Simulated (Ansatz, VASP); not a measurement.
# SiC: VASP beside Ansatz

```
Si C
1.0
     0.00000    1.65018    1.65018
     1.65018    0.00000    1.65018
     1.65018    1.65018    0.00000
Si C
1 1
Direct
  0.00000 0.00000 0.00000
  0.50000 0.50000 0.50000
```

Change from the starting cell: volume scaled by 0.55, PAW files.

Alike in both runs: task single point; functional r2SCAN; k mesh 17 × 17 × 17; occupations fermi-dirac, width 0.1 eV; no spin polarisation.

|  | VASP | Ansatz |
| --- | --- | --- |
| version | VASP 6.6.1 | Ansatz 0.2.0 |
| potentials or method | VASP PAW PBE potentials, release 64 (Si, C) | PAW with Ansatz's default frozen-core files, scalar-relativistic |
| plane-wave cutoff (eV) | 660 | 500 |
| valence electrons in the cell | 8 | 8 |

|  | VASP | Ansatz | Ansatz less VASP |
| --- | --- | --- | --- |
| pressure (GPa) | 534.7 | 534.1 | -0.59 |

VASP's potentials were made for PBE, not for r2SCAN. Both programs put the cell under a high pressure, so it lies far from rest at this level. With one functional, cell and mesh, what is left measures potentials, basis and numerics.

Noted on VASP's run: the cell as given lies far from equilibrium.
